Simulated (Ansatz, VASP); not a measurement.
Two plane-wave programs on As3Se2

```
As Se
1.0
     4.74862    0.00000    0.00000
    -2.37431    4.11243    0.00000
     0.00000    0.00000    5.69711
As Se
3 2
Direct
  0.00000 0.00000 0.72107
  0.00000 0.00000 0.27893
  0.66667 0.33333 0.00000
  0.66667 0.33333 0.50000
  0.33333 0.66667 0.00000
```

Change from the starting cell: species swapped into the Fe3Ge2 type (P-6m2, No. 187).

Alike in both runs: functional PBE; k mesh 12 × 12 × 8; occupations gaussian, width 0.1 eV; no spin polarisation.

Ansatz relaxed the structure, and its values are those at the end. VASP's run is a single point on that final structure, the one shown.

|  | VASP | Ansatz |
| --- | --- | --- |
| version | VASP 6.6.1 | Ansatz 0.2.0 |
| potentials or method | VASP PAW PBE potentials, release 64 (As, Se), cutoff 520 eV | scalar-relativistic, plane waves, PAW |
| valence electrons in the cell | 27 | 77 |

VASP gave:

| Quantity | Value |
| --- | --- |
| gap on the k mesh at the Fermi level (eV) | none |
| pressure (GPa) | 0.1 |
| rms of the force components (eV/Å) | 0.013 |

Task: Estimate Ansatz's values.

Result: gap on the k mesh at the Fermi level (eV): none; pressure (GPa): 0.0; rms of the force components (eV/Å): 0.003.

A gap of «none» marks a metal or a gap that the smearing closes. VASP's potentials hold 27 valence electrons a cell and Ansatz's 77, so a difference there can come from the potentials and not from the codes.
